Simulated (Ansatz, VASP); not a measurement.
# Ag2O in VASP and in Ansatz

Contents of INCAR:

```
PREC = Accurate ; ENCUT = 600
EDIFF = 1E-6 ; ISMEAR = 0
SIGMA = 0.1 ; LREAL = F
LASPH = T ; NELM = 120
ALGO = Normal ; ISIF = 2
LWAVE = F ; LCHARG = T
GGA = PE ; LELF = T
LVHAR = T ; NBANDS = 37
GGA_COMPAT = F
```

The input KPOINTS:

```
Automatic mesh
0
Gamma
  8 8 8
```

Contents of POSCAR:

```
Ag2O
1.0
    4.7158158588      0.0000000000      0.0000000000
    0.0000000000      4.7158158588      0.0000000000
    0.0000000000      0.0000000000      4.7158158588
Ag O
4 2
Direct
    0.7500000000      0.7500000000      0.7500000000
    0.7500000000      0.2500000000      0.2500000000
    0.2500000000      0.2500000000      0.7500000000
    0.2500000000      0.7500000000      0.2500000000
    0.0000000000      0.0000000000      0.0000000000
    0.5000000000      0.5000000000      0.5000000000
```

Input for Ansatz:

```yaml
crystal:
  lattice:
    - [4.7158158588, 0.0, 0.0]
    - [0.0, 4.7158158588, 0.0]
    - [0.0, 0.0, 4.7158158588]
  atoms:
    - { symbol: Ag, position: [0.75, 0.75, 0.75] }
    - { symbol: Ag, position: [0.75, 0.25, 0.25] }
    - { symbol: Ag, position: [0.25, 0.25, 0.75] }
    - { symbol: Ag, position: [0.25, 0.75, 0.25] }
    - { symbol: O, position: [0.0, 0.0, 0.0] }
    - { symbol: O, position: [0.5, 0.5, 0.5] }
basis:
  ecutwfc: 420
kpoints:
  mp_grid: { grid: [8, 8, 8] }
hamiltonian:
  xc: pbe
scf:
  occupations: { method: gaussian, width: 0.1 }
output:
  forces: true
  stress: true
  eigenvalues: true
```

Change from the starting cell: equal strain along all axes, cell held, atoms relaxed: -2.0 %.

Alike in both runs: task single point; functional PBE; k mesh 8 × 8 × 8; occupations gaussian, width 0.1 eV; no spin polarisation.

```csv
,VASP,Ansatz
version,VASP 6.6.1,Ansatz 0.2.0
potentials or method,"VASP PAW PBE potentials, release 64 (Ag, O), cutoff 600 eV","scalar-relativistic, plane waves, PAW"
valence electrons in the cell,56,88
```

```csv
,VASP,Ansatz,Ansatz less VASP
gap on the k mesh at the Fermi level (eV),none,none,-
pressure (GPa),4.8,5.0,+0.18
```

A gap of «none» marks a metal or a gap that the smearing closes. VASP's potentials hold 56 valence electrons a cell and Ansatz's 88, so a difference there can come from the potentials and not from the codes.
